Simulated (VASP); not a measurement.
## Si2SnB3: relaxation of cell and atoms with PBE

Crystal: Si2SnB3.

```xyz
6
Lattice="3.4039 -4.1176 0.0000 3.4039 4.1176 0.0000 0.0000 0.0000 2.9254" Properties=species:S:1:pos:R:3 pbc="T T T"
Si    1.7020   -2.0588    1.4627
Si    1.7020    2.0588    1.4627
Sn    3.4039    0.0000    0.0000
B     3.4039    3.2350    1.4627
B     3.4039   -3.2350    1.4627
B     0.0000    0.0000    0.0000
```

The cell was generated, and may not be a known phase.

```
Program                : VASP 6.6.1
Task                   : relaxation of cell and atoms
Functional             : PBE
Potentials or basis    : VASP PAW PBE potentials, release 64 (Si, Sn_d, B)
Cutoff                 : 600 eV
k mesh                 : 6 × 6 × 10
Occupations            : gaussian, width 0.1 eV
Spin                   : no spin polarisation
Dipole correction      : no
Further INCAR settings : ALGO = Normal; EDIFF = 1e-07; IBRION = 2; EDIFFG = -0.01; NSW = 100; ISIF = 3
```

```json
{
 "Relaxed volume": "13.69 Å³/atom",
 "Relaxed cell": "a = 5.366 Å, b = 5.366 Å, c = 2.907 Å, α = 90.00°, β = 90.00°, γ = 101.19°",
 "Space group after relaxing (to 0.1 Å)": "Cmmm (No. 65)",
 "Energy gained by relaxing": "1.1 meV/atom",
 "Ionic steps": "9",
 "Pressure after relaxing": "0.0 GPa",
 "Largest force after relaxing": "0.008 eV/Å",
 "Band gap on the k mesh": "zero (an odd number of electrons rules out a gap without spin polarisation)"
}
```

Forces on the atoms (eV/Å):
```
Si   0.000  0.000  0.000
Si   0.000  0.000  0.000
Sn   0.000  0.000  0.000
B    0.000 -0.008  0.000
B    0.000  0.008  0.000
B    0.000  0.000  0.000
```

Step by step:
```
step  energy change (eV)  largest force (eV/Å)  pressure (GPa)  volume (Å³)
   1              0.0000                0.2623           -0.17        82.00
   2             -0.0050                0.1051            0.43        81.83
   3             -0.0053                0.0410            0.33        81.86
   4             -0.0065                0.0067           -0.03        82.15
   5             -0.0065                0.0111           -0.06        82.18
   6             -0.0066                0.0123           -0.02        82.14
   7             -0.0066                0.0132            0.01        82.11
   8             -0.0066                0.0132            0.01        82.11
   9             -0.0066                0.0077            0.01        82.12
```

Final structure:
```yaml
crystal:
  lattice:
    - [3.40651, -4.14612, 0.00000]
    - [3.40651, 4.14612, 0.00000]
    - [0.00000, 0.00000, 2.90717]
  atoms:
    - { symbol: Si, position: [0.50000, 0.00000, 0.50000] }
    - { symbol: Si, position: [0.00000, 0.50000, 0.50000] }
    - { symbol: Sn, position: [0.50000, 0.50000, 0.00000] }
    - { symbol: B, position: [0.10563, 0.89437, 0.50000] }
    - { symbol: B, position: [0.89437, 0.10563, 0.50000] }
    - { symbol: B, position: [0.00000, 0.00000, 0.00000] }
```

Levels at points of the mesh, in eV from the Fermi level:
| k point | band 12 | band 13 | band 14 | band 15 | band 16 | band 17 | band 18 | band 19 |
| --- | --- | --- | --- | --- | --- | --- | --- | --- |
| (0.00, 0.00, 0.00) | -4.38 | -3.38 | -2.15 | 1.16 | 2.99 | 3.93 | 4.30 | 4.48 |
| (0.50, 0.00, 0.00) | -3.34 | -3.21 | -2.11 | 0.20 | 0.80 | 3.45 | 3.92 | 4.19 |
| (0.50, 0.50, 0.00) | -3.17 | -2.59 | -1.63 | 0.63 | 0.70 | 2.29 | 2.53 | 3.15 |
| (0.00, 0.00, 0.50) | -4.15 | -3.70 | -2.59 | -2.27 | -1.32 | -0.19 | 0.13 | 0.35 |
| (0.50, 0.00, 0.50) | -3.95 | -3.24 | -2.98 | -2.28 | -0.74 | 0.13 | 0.50 | 1.45 |
| (0.50, 0.50, 0.50) | -5.08 | -4.14 | -3.04 | -1.05 | -0.98 | 1.86 | 2.35 | 2.40 |

Run time: 5.6 min on 1 thread of Intel(R) Xeon(R) Platinum 8559C (Emerald Rapids), on a shared host, peak memory 0.33 GiB.

Caveat: spin-orbit coupling is left out, which moves the levels of the heavy elements; an odd number of electrons without spin polarisation forces a metal; a magnetic or distorted state may lie lower.
